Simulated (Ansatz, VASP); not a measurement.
## Two plane-wave programs on N

```
CELL_PARAMETERS angstrom
4.39614 0.00000 0.00000
-2.19807 3.80717 0.00000
0.00000 0.00000 7.28575
ATOMIC_POSITIONS crystal
N 0.33333 0.66667 0.31466
N 0.33333 0.66667 0.18534
N 0.66667 0.33333 0.81466
N 0.66667 0.33333 0.68534
```

Alike in both runs: task single point; functional LDA; k mesh 6 × 6 × 4; occupations gaussian, width 0.02 eV; no spin polarisation.

```csv
,VASP,Ansatz
version,VASP 6.6.1,Ansatz 0.2.0
potentials or method,"VASP PAW LDA potentials, release 64 (N), cutoff 520 eV","scalar-relativistic, plane waves, PAW"
valence electrons in the cell,20,20
```

Ansatz gave:

```
gap on the k mesh at the Fermi level (eV)                     : 9.20
least direct gap on the mesh (eV)                             : 9.36
pressure (GPa)                                                : 32.5
traceless stress, the component that is largest in VASP (GPa) : 65.30
rms of the force components (eV/Å)                            : 22.907
```

**Question.** What did VASP give for the same quantities?

**Answer.** gap on the k mesh at the Fermi level (eV): 9.13; least direct gap on the mesh (eV): 9.29; pressure (GPa): 38.1; traceless stress, the component that is largest in VASP (GPa): 76.85; rms of the force components (eV/Å): 26.938.

LDA's correlation is that of Perdew and Zunger in VASP and of Perdew and Wang (1992) in Ansatz. Atom by atom the forces differ by 4.031 eV/Å (rms over components). The pressures are high and differ by over a tenth, so treat them with care.

Noted on VASP's run: the standard files for N, O and F lose accuracy on very short bonds.
